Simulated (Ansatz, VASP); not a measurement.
# BaTiO3 in VASP and in Ansatz

```
CELL_PARAMETERS angstrom
3.96987 0.00000 0.00000
0.00000 3.96987 0.00000
0.00000 0.00000 3.96987
ATOMIC_POSITIONS crystal
Ba 0.50000 0.50000 0.50000
Ti 0.00000 0.00000 0.00000
O 0.50000 0.00000 0.00000
O 0.00000 0.50000 0.00000
O 0.00000 0.00000 0.50000
```

Alike in both runs: functional PBEsol; k mesh 8 × 8 × 8; occupations gaussian, width 0.02 eV; no spin polarisation.

Ansatz relaxed the structure, and its values are those at the end. VASP's run is a single point on that final structure, the one shown.

```csv
,VASP,Ansatz
version,VASP 6.6.1,Ansatz 0.2.0
potentials or method,"VASP PAW PBE potentials, release 64 (Ba_sv, Ti_sv, O_h), cutoff 910 eV","scalar-relativistic, plane waves, PAW"
valence electrons in the cell,40,40
```

|  | VASP | Ansatz | Ansatz less VASP |
| --- | --- | --- | --- |
| gap on the k mesh at the Fermi level (eV) | 1.75 | 1.82 | +0.067 |
| least direct gap on the mesh (eV) | 1.87 | 1.89 | +0.027 |

VASP's potentials were made for PBE, not for PBEsol.

Neither program's run includes spin-orbit coupling. Noted on VASP's run: the cutoff is short for stress, so the pressure is rough.
